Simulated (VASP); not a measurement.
# PbS in VASP: single point with PBE

Aim: the single point of PbS with PBE.

Program: VASP 6.6.1. These are calculated values, not measurements. Logs are shortened: lines on timing, memory, paths and dates and some standing lists are left out, and cuts for length are marked.

**1. The cell of the first run**

The typed cell holds 4 atoms: a = 5.956 Å, b = 4.198 Å, c = 4.198 Å, α = 90.00°, β = 90.00°, γ = 90.00°.

**2. Single point, PBE, non-collinear spin, zero start, spin-orbit coupling**

Input file INCAR:

```
SYSTEM = PbS
PREC = Accurate
ENCUT = 520
EDIFF = 1E-6
ISMEAR = -1
SIGMA = 0.02
LREAL = .False.
LASPH = .True.
NELM = 150
ALGO = Normal
ISIF = 2
LWAVE = .False.
LCHARG = .True.
MAGMOM = 0 0 0 0 0 0 0 0 0 0 0 0
LORBIT = 11
LSORBIT = .True.
GGA_COMPAT = .False.
LORBMOM = .True.
GGA = PE
LVHAR = .True.
NBANDS = 54
```

Input file KPOINTS:

```
Automatic mesh
0
Gamma
  4 6 6
  0 0 0
```

Input file POSCAR:

```
PbS
1.0
    5.9555789856      0.0000000000      0.0000000000
    0.0000000000      2.9685400393      2.9685400630
    0.0000000000     -2.9685400393      2.9685400630
Pb S
2 2
Direct
    0.7498944079      0.2605182553      0.7605182553
    0.2501055921      0.7605182553      0.2605182553
    0.7496622065      0.7604817447      0.2604817447
    0.2503377935      0.2604817447      0.7604817447
```

Potentials or basis: VASP PAW PBE potentials, release 64 (Pb_d, S).

Started as:

```
$ cat potpaw_PBE.64/Pb_d/POTCAR potpaw_PBE.64/S/POTCAR > POTCAR
$ mpirun -np 1 vasp_ncl > vasp.out
```

OUTCAR:

```text
SYSTEM = PbS
   PREC = Accurate
   ENCUT = 520
   EDIFF = 1E-6
   ISMEAR = -1
   LREAL = .False.
   LASPH = .True.
   NELM = 150
   ISIF = 2
   LORBIT = 11
   LSORBIT = .True.
   GGA = PE

 ion  position               nearest neighbor table
   1  0.750  0.261  0.761-   3 2.97   3 2.97   3 2.97   3 2.97   4 2.98   4 2.98
   2  0.250  0.761  0.261-   4 2.97   4 2.97   4 2.97   4 2.97   3 2.98   3 2.98
   3  0.750  0.760  0.260-   1 2.97   1 2.97   1 2.97   1 2.97   2 2.98   2 2.98
   4  0.250  0.260  0.760-   2 2.97   2 2.97   2 2.97   2 2.97   1 2.98   1 2.98

  LATTYP: Found a simple tetragonal cell.
 ALAT       =     4.1981496008
 C/A-ratio  =     1.4186199997

  Lattice vectors:

 A1 = (   0.0000000000,   2.9685400393,   2.9685400630)
 A2 = (   0.0000000000,  -2.9685400393,   2.9685400630)
 A3 = (   5.9555789856,   0.0000000000,   0.0000000000)

Analysis of symmetry for initial positions (statically):
=====================================================================
 Subroutine PRICEL returns:
 Original cell was already a primitive cell.

 Routine SETGRP: Setting up the symmetry group for a
 simple tetragonal supercell.

 Subroutine GETGRP returns: Found  4 space group operations
 (whereof  2 operations were pure point group operations)
 out of a pool of 16 trial point group operations.

The static configuration has the point symmetry C_2 .
 The point group associated with its full space group is C_2v.

Analysis of symmetry for dynamics (positions and initial velocities):
=====================================================================
 Subroutine PRICEL returns:
 Original cell was already a primitive cell.

 Routine SETGRP: Setting up the symmetry group for a
 simple tetragonal supercell.

 Subroutine GETGRP returns: Found  4 space group operations
 (whereof  2 operations were pure point group operations)
 out of a pool of 16 trial point group operations.

The dynamic configuration has the point symmetry C_2 .
 The point group associated with its full space group is C_2v.

Analysis of structural, dynamic, and magnetic symmetry:
=====================================================================
 Subroutine PRICEL returns:
 Original cell was already a primitive cell.

 Routine SETGRP: Setting up the symmetry group for a
 simple tetragonal supercell.

 Subroutine GETGRP returns: Found  4 space group operations
 (whereof  2 operations were pure point group operations)
 out of a pool of 16 trial point group operations.

The overall configuration has the point symmetry C_2 .
 The point group associated with its full space group is C_2v.

 Subroutine INISYM returns: Found  4 space group operations
 (whereof  2 operations are pure point group operations),
 and found     1 'primitive' translations

----------------------------------------------------------------------------------------

                                     Primitive cell

  volume of cell :     104.9639

  direct lattice vectors                    reciprocal lattice vectors
     5.955578986  0.000000000  0.000000000     0.167909787  0.000000000  0.000000000
     0.000000000  2.968540039  2.968540063     0.000000000  0.168432965  0.168432963
     0.000000000 -2.968540039  2.968540063     0.000000000 -0.168432965  0.168432963

  length of vectors
     5.955578986  4.198149601  4.198149601     0.167909787  0.238200182  0.238200182

  position of ions in fractional coordinates (direct lattice)
     0.749894408  0.260518255  0.760518255
     0.250105592  0.760518255  0.260518255
     0.749662206  0.760481745  0.260481745
     0.250337794  0.260481745  0.760481745

  ion indices of the primitive-cell ions
   primitive index   ion index
                 1           1
                 2           2
                 3           3
                 4           4

----------------------------------------------------------------------------------------

 KPOINTS: Automatic mesh

Automatic generation of k-mesh.
 Grid dimensions read from file:
 generate k-points for:    4    6    6

 Generating k-lattice:

  Cartesian coordinates                     Fractional coordinates (reciprocal lattice)
     0.041977447  0.000000000  0.000000000     0.250000000  0.000000000  0.000000000
     0.000000000  0.028072161  0.028072161     0.000000000  0.166666667 -0.000000000
     0.000000000 -0.028072161  0.028072161     0.000000000 -0.000000000  0.166666667

  Length of vectors
     0.041977447  0.039700030  0.039700030

  Shift w.r.t. Gamma in fractional coordinates (k-lattice)
     0.000000000  0.000000000  0.000000000

 Subroutine IBZKPT returns following result:
 ===========================================

 Found     63 irreducible k-points:

 Following reciprocal coordinates:
            Coordinates               Weight
  0.000000  0.000000  0.000000      1.000000
  0.250000  0.000000  0.000000      2.000000
  0.500000  0.000000  0.000000      1.000000
[... 62 lines left out ...]
  Fermi-wavevector in a.u.,A,eV,Ry     =   1.186902  2.242920 19.167024  1.408737
  Thomas-Fermi vector in A             =   2.323065
   LORBIT       =     11    0 simple, 1 ext, 2 COOP (PROOUT), +10 PAW based schemes
   GGA     = PE    functional components
   LHFCALC =     F    Hartree Fock is set to
   AEXX    =    0.0000 exact exchange contribution
   IVDW    =     0    specifies the selected vdW correction
   LEPSILON=     F    determine dielectric tensor
   LRPA    =     F    only Hartree local field effects (RPA)
  energy-cutoff  :      520.00
  volume of cell :      104.96
 maximum number of plane-waves:      5696
 NGX is ok and might be reduce to    48
   NGX = 23   NGY = 15   NGZ = 15

 number of electron      40.0000000 magnetization       0.0000000      0.0000000      0.0000000

 number of electron      40.0000001 magnetization       0.0000000     -0.0000000      0.0000000

 number of electron      40.0000001 magnetization      -0.0000000     -0.0000000     -0.0000000

 number of electron      40.0000001 magnetization      -0.0000000     -0.0000000      0.0000000

 Free energy of the ion-electron system (eV)
  ---------------------------------------------------
  ext. energy  EPLUGINS =         0.00000000
  ---------------------------------------------------
  free energy    TOTEN  =       -18.26362828 eV

  energy without entropy =      -18.26232420  energy(sigma->0) =      -18.26297624

 E-fermi :   5.7304     XC(G=0):  -9.6525

 val. band max:        5.7108513033   @ k =   0.5000   0.5000  -0.0000
 cond. band min:       5.7498775225   @ k =   0.5000   0.5000  -0.0000
 fundamental gap:      0.0390262192
 Fermi energy:         5.7303645521

 k-point     1 :       0.0000    0.0000    0.0000
  band No.  band energies     occupation
      1     -12.5525      1.00000
      2     -12.5525      1.00000
      3     -12.5408      1.00000
      4     -12.5408      1.00000
      5     -12.5380      1.00000
      6     -12.5380      1.00000
[... 1309 lines left out ...]
     51      10.1945      0.00000
     52      10.1951      0.00000

 [... further k-points ...]

 [bands above 52 left out]

------------------------ aborting loop because EDIFF is reached ----------------------------------------

  FORCE on cell =-STRESS in cart. coord.  units (eV):
  Direction    XX          YY          ZZ          XY          YZ          ZX
  --------------------------------------------------------------------------------------
  -------------------------------------------------------------------------------------
  Total        1.0379517      0.9996147      0.9999170      0.0000000      0.0000000      0.0000000
  in kB       15.8433830     15.2582041     15.2628184      0.0000000      0.0000000      0.0000000
  external PRESSURE =      15.4548018 kB  Pullay stress =       0.0000000 kB

 VOLUME and BASIS-vectors are now :
 -----------------------------------------------------------------------------
  energy-cutoff  :      520.00
  volume of cell :      104.96
      direct lattice vectors                 reciprocal lattice vectors
     5.955578986  0.000000000  0.000000000     0.167909787  0.000000000  0.000000000
     0.000000000  2.968540039  2.968540063     0.000000000  0.168432965  0.168432963
     0.000000000 -2.968540039  2.968540063     0.000000000 -0.168432965  0.168432963

 POSITION                                       TOTAL-FORCE (eV/Angst)
 -----------------------------------------------------------------------------------
      4.46606     -1.48427      3.03099        -0.001251      0.000000      0.000006
      1.48952      1.48427      3.03099         0.001251      0.000000      0.000006
      4.46467      1.48427      3.03077        -0.004277      0.000000     -0.000006
      1.49091     -1.48427      3.03077         0.004277      0.000000     -0.000006
 -----------------------------------------------------------------------------------
    total drift:                                0.000000     -0.000000      0.000003

  FREE ENERGIE OF THE ION-ELECTRON SYSTEM (eV)
  ---------------------------------------------------
  free  energy   TOTEN  =       -18.2636282829 eV

  energy  without entropy=      -18.2623242009  energy(sigma->0) =      -18.26297624

 orbital moment (x)

 # of ion     p       d       tot
 ----------------------------------------
  1         0.000  -0.000  -0.000
  2         0.000   0.000   0.000
  3         0.000   0.000   0.000
  4        -0.000   0.000  -0.000
 ----------------------------------------
            0.000   0.000   0.000

 orbital moment (y)

 # of ion     p       d       tot
 ----------------------------------------
  1         0.000  -0.000   0.000
  2        -0.000   0.000  -0.000
  3         0.000   0.000   0.000
  4        -0.000   0.000  -0.000
 ----------------------------------------
            0.000  -0.000  -0.000

 orbital moment (z)

 # of ion     p       d       tot
 ----------------------------------------
  1         0.000  -0.000  -0.000
  2         0.000   0.000   0.000
  3         0.000   0.000   0.000
  4         0.000   0.000   0.000
 ----------------------------------------
            0.000  -0.000  -0.000

 Spin-Orbit-Coupling matrix elements

 Ion:    1  E_soc:     -0.7903796
 l=   1
     0.0000000    -0.0650915    -0.0650061
    -0.0650915     0.0000000    -0.0650061
    -0.0650061    -0.0650061     0.0000000
 l=   2
     0.0000000    -0.0134500     0.0000000    -0.0134481    -0.0532338
    -0.0134500     0.0000000    -0.0399528    -0.0134500    -0.0133176
     0.0000000    -0.0399528     0.0000000    -0.0399259     0.0000000
    -0.0134481    -0.0134500    -0.0399259     0.0000000    -0.0133078
    -0.0532338    -0.0133176     0.0000000    -0.0133078     0.0000000
 l=   3
     0.0000000     0.0000000     0.0000000     0.0000000     0.0000000     0.0000000     0.0000000
     0.0000000     0.0000000     0.0000000     0.0000000     0.0000000     0.0000000     0.0000000
     0.0000000     0.0000000     0.0000000     0.0000000     0.0000000     0.0000000     0.0000000
     0.0000000     0.0000000     0.0000000     0.0000000     0.0000000     0.0000000     0.0000000
[... 49 lines left out ...]
 l=   2
     0.0000000     0.0000000     0.0000000     0.0000000     0.0000000
     0.0000000     0.0000000     0.0000000     0.0000000     0.0000000
     0.0000000     0.0000000     0.0000000     0.0000000     0.0000000
     0.0000000     0.0000000     0.0000000     0.0000000     0.0000000
     0.0000000     0.0000000     0.0000000     0.0000000     0.0000000
 l=   3
     0.0000000     0.0000000     0.0000000     0.0000000     0.0000000     0.0000000     0.0000000
     0.0000000     0.0000000     0.0000000     0.0000000     0.0000000     0.0000000     0.0000000
     0.0000000     0.0000000     0.0000000     0.0000000     0.0000000     0.0000000     0.0000000
     0.0000000     0.0000000     0.0000000     0.0000000     0.0000000     0.0000000     0.0000000
     0.0000000     0.0000000     0.0000000     0.0000000     0.0000000     0.0000000     0.0000000
     0.0000000     0.0000000     0.0000000     0.0000000     0.0000000     0.0000000     0.0000000
     0.0000000     0.0000000     0.0000000     0.0000000     0.0000000     0.0000000     0.0000000

 total charge

# of ion       s       p       d       tot
------------------------------------------
    1        1.481   0.522   9.847  11.850
    2        1.481   0.522   9.847  11.850
    3        1.353   2.328   0.000   3.681
    4        1.353   2.328   0.000   3.681
--------------------------------------------------
tot          5.667   5.701  19.695  31.062

 magnetization (x)

# of ion       s       p       d       tot
------------------------------------------
    1        0.000   0.000   0.000   0.000
    2        0.000   0.000   0.000   0.000
    3        0.000   0.000   0.000   0.000
    4        0.000   0.000   0.000   0.000
--------------------------------------------------
tot          0.000   0.000   0.000   0.000

 magnetization (y)

# of ion       s       p       d       tot
------------------------------------------
    1        0.000  -0.000   0.000   0.000
    2       -0.000   0.000  -0.000  -0.000
    3       -0.000  -0.000   0.000  -0.000
    4        0.000   0.000   0.000   0.000
--------------------------------------------------
tot         -0.000   0.000   0.000  -0.000

 magnetization (z)

# of ion       s       p       d       tot
------------------------------------------
    1        0.000   0.000   0.000   0.000
    2        0.000   0.000   0.000   0.000
    3        0.000   0.000   0.000   0.000
    4        0.000   0.000   0.000   0.000
--------------------------------------------------
tot          0.000   0.000   0.000   0.000
```

Run time: 5.6 min. Hardware: 1 thread of Intel Xeon 6975P-C (Granite Rapids), shared host; peak memory 0.7 GiB.

Results:

```yaml
Free_energy: -18.2636 eV
Pressure: 1.5 GPa
Largest_force: 0.004 eV/Å
Net_moment: 0.00 μB per cell
Valence_electrons_inside_the_program's_atomic_spheres: Pb 11.85; S 3.68
```

Forces on the atoms (eV/Å):
```
Pb  -0.001  0.000  0.000
Pb   0.001  0.000  0.000
S   -0.004  0.000  0.000
S    0.004  0.000  0.000
```

Moments on the atoms (μB; x, y, z):
```
Pb  0.00 0.00 0.00
Pb  0.00 0.00 0.00
S   0.00 0.00 0.00
S   0.00 0.00 0.00
```
